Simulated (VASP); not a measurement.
A run of VASP 6.6.1 is set up as follows.

Contents of INCAR:

```
ALGO = Normal
EDIFF = 1E-6
ENCUT = 700
GGA_COMPAT = F
ISIF = 2
ISMEAR = 1
LASPH = T
LCHARG = F
LREAL = F
LWAVE = F
NBANDS = 30
NELM = 120
PREC = Accurate
SIGMA = 0.1
```

Contents of KPOINTS:

```
k-points
0
Gamma
  4 4 4
```

Contents of POSCAR:

```
CaOsO3
1.0
    3.9521600000      0.0000000000      0.0000000000
    0.0000000000      3.9521600000      0.0000000000
    0.0000000000      0.0000000000      3.9521600000
Ca Os O
1 1 3
Direct
    0.0000000000      0.0000000000      0.0000000000
    0.5000000000      0.5000000000      0.5000000000
    0.5000000000      0.5000000000      0.0000000000
    0.0000000000      0.5000000000      0.5000000000
    0.5000000000      0.0000000000      0.5000000000
```

Potentials or basis: VASP PAW LDA potentials, release 64 (Ca_sv, Os_sv_GW, O).

The run is started by

```console
$ cat potpaw_LDA.64/Ca_sv/POTCAR potpaw_LDA.64/Os_sv_GW/POTCAR potpaw_LDA.64/O/POTCAR > POTCAR
$ mpirun -np 1 vasp_std > vasp.out
```

Problem. What does it give for the pressure?

Solution. -14.3 GPa.

Problem. What does it give for the band gap on the k mesh?

Solution. Zero (bands 22 and 23 overlap by 3.96 eV).

Caveat: the k points lie up to 0.40 Å⁻¹ apart, too coarse for converged energies and pressures of a metal; spin-orbit coupling is left out, which moves the levels of the heavy elements.
